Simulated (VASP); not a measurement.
# Ta (Im-3m) in VASP: single point with HSE06

Aim: the single point of Ta with HSE06.

Program: VASP 6.6.1. These are calculated values, not measurements. Logs are shortened: lines on timing, memory, paths and dates and some standing lists are left out, and cuts for length are marked.

### Step 1. The cell of the first run

It takes space group Im-3m (No. 229, cubic). The conventional cell has a = 3.321 Å, b = 3.321 Å, c = 3.321 Å, α = 90.00°, β = 90.00°, γ = 90.00°. Ta (site symmetry m-3m) has 14 Ta at 2.88 to 3.32 Å within 3.8 Å.

### Step 2. Single point, HSE06

File POSCAR:

```
Ta
1.0
   -1.6607181511      1.6607181511      1.6607181511
    1.6607181511     -1.6607181511      1.6607181511
    1.6607181511      1.6607181511     -1.6607181511
Ta
1
Direct
    0.0000000000      0.0000000000      0.0000000000
```

File INCAR.step1:

```
SYSTEM = Ta
PREC = Accurate
ENCUT = 520
EDIFF = 1E-5
ISMEAR = -1
SIGMA = 0.1
LREAL = .FALSE.
LASPH = .TRUE.
NELM = 100
ALGO = Normal
ISIF = 2
LWAVE = .TRUE.
LCHARG = .FALSE.
GGA = PE
NBANDS = 12
```

File INCAR.step2:

```
SYSTEM = Ta
PREC = Accurate
ENCUT = 520
EDIFF = 1E-7
ISMEAR = -1
SIGMA = 0.1
LREAL = .FALSE.
LASPH = .TRUE.
NELM = 100
ALGO = Normal
ISIF = 2
LWAVE = .FALSE.
LCHARG = .FALSE.
GGA = PE
LHFCALC = .TRUE.
HFSCREEN = 0.2079
PRECFOCK = Normal
ISTART = 1
NBANDS = 12
```

File KPOINTS:

```
regular mesh
0
G
  7 7 7
  0 0 0
```

Potentials or basis: VASP PAW PBE potentials, release 64 (Ta_pv).

The run is started by

```
$ cat potpaw_PBE.64/Ta_pv/POTCAR > POTCAR
$ cp INCAR.step1 INCAR
$ mpirun -np 1 vasp_std > vasp.out
$ cp INCAR.step2 INCAR
$ mpirun -np 1 vasp_std > vasp.out
```

OUTCAR:

```text
SYSTEM = Ta
   PREC = Accurate
   ENCUT = 520
   EDIFF = 1E-7
   ISMEAR = -1
   LREAL = .FALSE.
   LASPH = .TRUE.
   NELM = 100
   ISIF = 2
   GGA = PE
   LHFCALC = .TRUE.
   HFSCREEN = 0.2079
   PRECFOCK = Normal
   ISTART = 1

 ion  position               nearest neighbor table
   1  0.000  0.000  0.000-

  LATTYP: Found a body centered cubic cell.
 ALAT       =     3.3214363022

  Lattice vectors:

 A1 = (  -1.6607181511,   1.6607181511,   1.6607181511)
 A2 = (   1.6607181511,  -1.6607181511,   1.6607181511)
 A3 = (   1.6607181511,   1.6607181511,  -1.6607181511)

Analysis of symmetry for initial positions (statically):
=====================================================================
 Subroutine PRICEL returns:
 Original cell was already a primitive cell.

 Routine SETGRP: Setting up the symmetry group for a
 body centered cubic supercell.

 Subroutine GETGRP returns: Found 48 space group operations
 (whereof 48 operations were pure point group operations)
 out of a pool of 48 trial point group operations.

The static configuration has the point symmetry O_h .

Analysis of symmetry for dynamics (positions and initial velocities):
=====================================================================
 Subroutine PRICEL returns:
 Original cell was already a primitive cell.

 Routine SETGRP: Setting up the symmetry group for a
 body centered cubic supercell.

 Subroutine GETGRP returns: Found 48 space group operations
 (whereof 48 operations were pure point group operations)
 out of a pool of 48 trial point group operations.

The dynamic configuration has the point symmetry O_h .

 Subroutine INISYM returns: Found 48 space group operations
 (whereof 48 operations are pure point group operations),
 and found     1 'primitive' translations

----------------------------------------------------------------------------------------

                                     Primitive cell

  volume of cell :      18.3209

  direct lattice vectors                    reciprocal lattice vectors
    -1.660718151  1.660718151  1.660718151     0.000000000  0.301074568  0.301074568
     1.660718151 -1.660718151  1.660718151     0.301074568  0.000000000  0.301074568
     1.660718151  1.660718151 -1.660718151     0.301074568  0.301074568  0.000000000

  length of vectors
     2.876448215  2.876448215  2.876448215     0.425783737  0.425783737  0.425783737

[... 88 lines left out ...]
   ISMEAR =    -1;   SIGMA  =   0.10  broadening in eV -4-tet -1-fermi 0-gaus
   EFERMI_NEDOS =   21; number of points for ismear=-14 and -15
   IALGO  =     38    algorithm
   IMIX   =      1    mixing-type and parameters
     AMIX     =   0.40;   BMIX     =  1.00
     AMIX_MAG =   1.60;   BMIX_MAG =  1.00
  volume/ion in A,a.u.               =      18.32       123.64
  Fermi-wavevector in a.u.,A,eV,Ry     =   1.381094  2.609889 25.952020  1.907420
  Thomas-Fermi vector in A             =   2.505910
   LORBIT       =      0    0 simple, 1 ext, 2 COOP (PROOUT), +10 PAW based schemes
   GGA     = PE    functional components
   LHFCALC =     T    Hartree Fock is set to
   PRECFOCK=normal    Normal, Fast or Accurate (Low or Medium for compatibility)
   ENCUT4O =  -1.0   cutoff for four orbital integrals eV
   NKREDX  =     1    reduce k-point grid by
   NKREDY  =     1    reduce k-point grid by
   NKREDZ  =     1    reduce k-point grid by
   AEXX    =    0.2500 exact exchange contribution
   HFSCREEN=    0.2079 screening length (either q_TF or 0.3 A-1)
   HFSCREENC=   0.2079 screening length for correlation (either q_TF or 0.3 A-1)
   ENCUTFOCK=  -1.0 apply spherical cutoff to Coloumb kernel
   IVDW    =     0    specifies the selected vdW correction
   LEPSILON=     F    determine dielectric tensor
   LRPA    =     F    only Hartree local field effects (RPA)
 non-spin polarized calculation
  energy-cutoff  :      520.00
  volume of cell :       18.32
 maximum number of plane-waves:       531
 NGX is ok and might be reduce to    24
  NGX = 18; NGY = 18; NGZ = 18

 number of electron      11.0000000 magnetization

 Free energy of the ion-electron system (eV)
  ---------------------------------------------------
  ext. energy  EPLUGINS =         0.00000000
  ---------------------------------------------------
  free energy    TOTEN  =       -13.53573660 eV

  energy without entropy =      -13.51165743  energy(sigma->0) =      -13.52369702

 E-fermi :   5.0647     XC(G=0): -10.2496

 val. band max:        4.9435125916   @ k =   0.2857   0.0000   0.0000
 cond. band min:       5.3020612283   @ k =  -0.2857   0.2857   0.1429
 fundamental gap:      0.3585486367
 Fermi energy:         5.0647241552

 k-point     1 :       0.0000    0.0000    0.0000
  band No.  band energies     occupation
      1     -30.3577      2.00000
      2     -30.3577      2.00000
      3     -30.3577      2.00000
      4      -3.7902      2.00000
      5       6.2960      0.00001
      6       6.2960      0.00001
      7       6.2960      0.00001
      8       9.9079      0.00000
      9       9.9079      0.00000
     10      21.0389      0.00000
     11      21.0389      0.00000
     12      21.0389      0.00000
[... 271 lines left out ...]
 k-point    20 :      -0.4286    0.4286    0.4286
  band No.  band energies     occupation
      1     -31.2124      2.00000
      2     -31.1629      2.00000
      3     -31.1629      2.00000
      4       1.1836      2.00000
      5       1.2516      2.00000
      6      10.7306      0.00000
      7      10.7306      0.00000
      8      12.2299      0.00000
      9      13.0517      0.00000
     10      16.8533      0.00000
     11      16.8533      0.00000
     12      21.8070      0.00000

------------------------ aborting loop because EDIFF is reached ----------------------------------------

  FORCE on cell =-STRESS in cart. coord.  units (eV):
  Direction    XX          YY          ZZ          XY          YZ          ZX
  --------------------------------------------------------------------------------------
  -------------------------------------------------------------------------------------
  Total       -0.5069441     -0.5069441     -0.5069441      0.0000000     -0.0000000      0.0000000
  in kB      -44.3325663    -44.3325663    -44.3325663      0.0000000     -0.0000000      0.0000000
  external PRESSURE =     -44.3325663 kB  Pullay stress =       0.0000000 kB

 VOLUME and BASIS-vectors are now :
 -----------------------------------------------------------------------------
  energy-cutoff  :      520.00
  volume of cell :       18.32
      direct lattice vectors                 reciprocal lattice vectors
    -1.660718151  1.660718151  1.660718151     0.000000000  0.301074568  0.301074568
     1.660718151 -1.660718151  1.660718151     0.301074568  0.000000000  0.301074568
     1.660718151  1.660718151 -1.660718151     0.301074568  0.301074568  0.000000000

 POSITION                                       TOTAL-FORCE (eV/Angst)
 -----------------------------------------------------------------------------------
      0.00000      0.00000      0.00000        -0.000000     -0.000000      0.000000
 -----------------------------------------------------------------------------------
    total drift:                               -0.000000      0.000002     -0.000001

  FREE ENERGIE OF THE ION-ELECTRON SYSTEM (eV)
  ---------------------------------------------------
  free  energy   TOTEN  =       -13.5357366018 eV

  energy  without entropy=      -13.5116574335  energy(sigma->0) =      -13.52369702
```

OSZICAR.step1:

```text
N       E                     dE             d eps       ncg     rms          rms(c)
DAV:   1     0.619239370885E+02    0.61924E+02   -0.59663E+03   480   0.868E+02
DAV:   2    -0.112764471037E+02   -0.73200E+02   -0.70828E+02   528   0.247E+02
DAV:   3    -0.123310062059E+02   -0.10546E+01   -0.10515E+01   556   0.279E+01
DAV:   4    -0.123334510920E+02   -0.24449E-02   -0.24448E-02   556   0.159E+00
DAV:   5    -0.123334600139E+02   -0.89218E-05   -0.89217E-05   584   0.876E-02    0.131E+01
DAV:   6    -0.119703857202E+02    0.36307E+00   -0.29856E-01   552   0.584E+00    0.631E+00
DAV:   7    -0.118566938179E+02    0.11369E+00   -0.26265E-01   548   0.517E+00    0.359E-01
DAV:   8    -0.118557053565E+02    0.98846E-03   -0.69632E-03   544   0.641E-01    0.108E-01
DAV:   9    -0.118557155843E+02   -0.10228E-04   -0.69724E-05   552   0.867E-02    0.264E-02
DAV:  10    -0.118557081826E+02    0.74017E-05   -0.28903E-06   320   0.186E-02
   1 F= -.11855708E+02 E0= -.11837575E+02  d E =-.362669E-01
```

It took 25 min on 1 thread of Intel Xeon Platinum 8488C (Sapphire Rapids), shared host; peak memory 0.25 GiB.

Results:

| Property | Result |
| --- | --- |
| Free energy | -13.5357 eV |
| Pressure | -4.4 GPa |
| Band gap on the k mesh | zero (an odd number of electrons rules out a gap without spin polarisation) |

Caveat: the k points lie up to 0.38 Å⁻¹ apart, too coarse for converged energies and pressures of a metal; the PAW data sets were made with another functional, which shifts forces and pressure a little; spin-orbit coupling is left out, which moves the levels of the heavy elements.

The gap in the log of VASP goes by the Fermi energy; the results here count the filled bands.